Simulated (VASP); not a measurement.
A run of VASP 6.6.1:

File INCAR:

```
ALGO = Normal
EDIFF = 1E-6
EDIFFG = -0.005
ENCUT = 600
GGA = PS
IBRION = 2
ISIF = 3
ISMEAR = -1
LASPH = T
LCHARG = F
LREAL = F
LWAVE = F
NELM = 80
NSW = 80
PREC = Accurate
PSTRESS = 100.0
SIGMA = 0.05
```

Contents of KPOINTS:

```
k-points
0
Gamma
  12 12 12
```

The input POSCAR:

```
Pd
1.0
    0.0000000000      1.9465000000      1.9465000000
    1.9465000000      0.0000000000      1.9465000000
    1.9465000000      1.9465000000      0.0000000000
Pd
1
Direct
    0.0000000000      0.0000000000      0.0000000000
```

Potentials or basis: VASP PAW PBE potentials, release 64 (Pd).

Command:

```bash
$ cat potpaw_PBE.64/Pd/POTCAR > POTCAR
$ mpirun -np 1 vasp_std > vasp.out
```

Hardware: 1 thread of Intel(R) Xeon(R) 6975P-C (Granite Rapids) (shared host).

Problem. How long does it take, and how much memory?

Solution. Run time: 21 s on 1 thread of Intel(R) Xeon(R) 6975P-C (Granite Rapids), with other jobs on the host, peak memory 0.16 GiB. Counts: scf iterations 46, k points 72, ion steps 7.
